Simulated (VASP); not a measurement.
**Tl: relaxation of cell and atoms with PBEsol**

The system is Tl.

```
CELL_PARAMETERS angstrom
3.46799 0.00000 0.00000
-1.73399 3.00337 0.00000
0.00000 0.00000 5.49300
ATOMIC_POSITIONS crystal
Tl 0.33333 0.66667 0.25000
Tl 0.66667 0.33333 0.75000
```

```yaml
Program: VASP 6.6.1
Task: relaxation of cell and atoms
Functional: PBEsol
Potentials_or_basis: VASP PAW PBE potentials, release 64 (Tl_d)
Cutoff: 600 eV
k_mesh: 16 × 16 × 10
Occupations: fermi-dirac, width 0.1 eV
Spin: no spin polarisation
Target_pressure: 4 GPa
Dipole_correction: no
Further_INCAR_settings: ALGO = Normal; EDIFF = 1e-06; IBRION = 2; EDIFFG = -0.002; NSW = 100; ISIF = 3
```

The relaxed volume is 26.22 Å³/atom, the relaxed cell is a = 3.359 Å, b = 3.359 Å, c = 5.367 Å, α = 90.00°, β = 90.00°, γ = 120.00° and the space group after relaxing (to 0.05 Å) is P6_3/mmc (No. 194). The energy change on relaxing (the enthalpy is what falls) is +27.5 meV/atom and the ionic steps are 16. The pressure after relaxing is 4.0 GPa and the band gap on the k mesh is zero (band 13 reaches 11.19 eV, above the bottom of band 14 at 4.74 eV).

The path:
| step | energy change (eV) | largest force (eV/Å) | pressure (GPa) | volume (Å³) |
| --- | --- | --- | --- | --- |
| 1 | 0.0000 | 0.0000 | 0.00 | 57.21 |
| 2 | 0.0819 | 0.0000 | 5.14 | 51.51 |
| 3 | 0.0540 | 0.0000 | 4.00 | 52.49 |
| 4 | 0.0563 | 0.0000 | 4.10 | 52.40 |
| 5 | 0.0564 | 0.0000 | 4.11 | 52.38 |
| 6 | 0.0566 | 0.0000 | 4.11 | 52.37 |
| 7 | 0.0572 | 0.0000 | 4.12 | 52.34 |
| 8 | 0.0569 | 0.0000 | 4.11 | 52.36 |
| 9 | 0.0570 | 0.0000 | 4.11 | 52.35 |
| 10 | 0.0526 | 0.0000 | 3.92 | 52.53 |
| 11 | 0.0542 | 0.0000 | 4.01 | 52.46 |
| 12 | 0.0540 | 0.0000 | 3.99 | 52.47 |
| 13 | 0.0541 | 0.0000 | 3.96 | 52.47 |
| 14 | 0.0542 | 0.0000 | 3.99 | 52.46 |
| 15 | 0.0544 | 0.0000 | 3.99 | 52.45 |
| 16 | 0.0549 | 0.0000 | 4.00 | 52.43 |

Final structure:
```
CELL_PARAMETERS angstrom
3.35886 0.00000 0.00000
-1.67943 2.90885 0.00000
0.00000 0.00000 5.36658
ATOMIC_POSITIONS crystal
Tl 0.33333 0.66667 0.25000
Tl 0.66667 0.33333 0.75000
```

Levels at points of the mesh, in eV from the Fermi level:
```tsv
k point	band 9	band 10	band 11	band 12	band 13	band 14	band 15	band 16	band 17
(0.00, 0.00, 0.00)	-11.07	-11.07	-10.71	-5.08	-3.26	8.54	8.54	10.42	10.81
(0.50, 0.00, 0.00)	-11.01	-11.00	-5.89	-4.88	-0.58	0.47	1.32	3.98	3.99
(0.00, 0.00, 0.50)	-11.20	-11.20	-9.13	-9.13	3.64	3.64	9.58	9.58	9.58
(0.50, 0.00, 0.50)	-11.03	-11.03	-4.69	-4.69	-2.62	-2.62	5.86	5.86	6.59
```

Run time: 15 min on 1 thread of Oxide Virtual Turin-like Processor, with other jobs on the host, peak memory 0.3 GiB.

Caveat: the cell is relaxed towards a set pressure, so the enthalpy falls and the energy may rise; the PAW data sets were made with another functional, which shifts forces and pressure a little; spin-orbit coupling is left out, which moves the levels of the heavy elements.
